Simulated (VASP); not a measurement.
Y, 5 atoms in the cell. Symmetry: R32, No. 155, trigonal system. Conventional cell: a = 8.594 Å, b = 8.594 Å, c = 9.015 Å, α = 90.00°, β = 90.00°, γ = 120.00°. Y (site symmetry 3) has 7 Y at 3.24 to 3.47 Å within 4.3 Å. Within 4.4 Å of Y (site symmetry 2) lie 8 Y at 3.35 to 3.47 Å. 

```yaml
Program: VASP 6.6.1
Task: single point
Functional: PBE
Potentials_or_basis: VASP PAW PBE potentials, release 64 (Y_sv)
Cutoff: 520 eV
k_mesh: 9 × 9 × 9
Occupations: gaussian, width 0.1 eV
Spin: no spin polarisation
Dipole_correction: no
Further_INCAR_settings: ALGO = Normal; EDIFF = 1e-06; NBANDS = 36
```

Potentials or basis: VASP PAW PBE potentials, release 64 (Y_sv).

Command:

```console
$ cat potpaw_PBE.64/Y_sv/POTCAR > POTCAR
$ mpirun -np 1 vasp_std > vasp.out
```

Hardware: 1 thread of Intel(R) Xeon(R) 6975P-C (Granite Rapids) (shared host).

Problem. Estimate the wall time of this run.

Solution. Wall time 6.6 min on 1 thread of Intel(R) Xeon(R) 6975P-C (Granite Rapids), on a shared host, peak memory 0.63 GiB. Counts: scf iterations 14, k points 85.
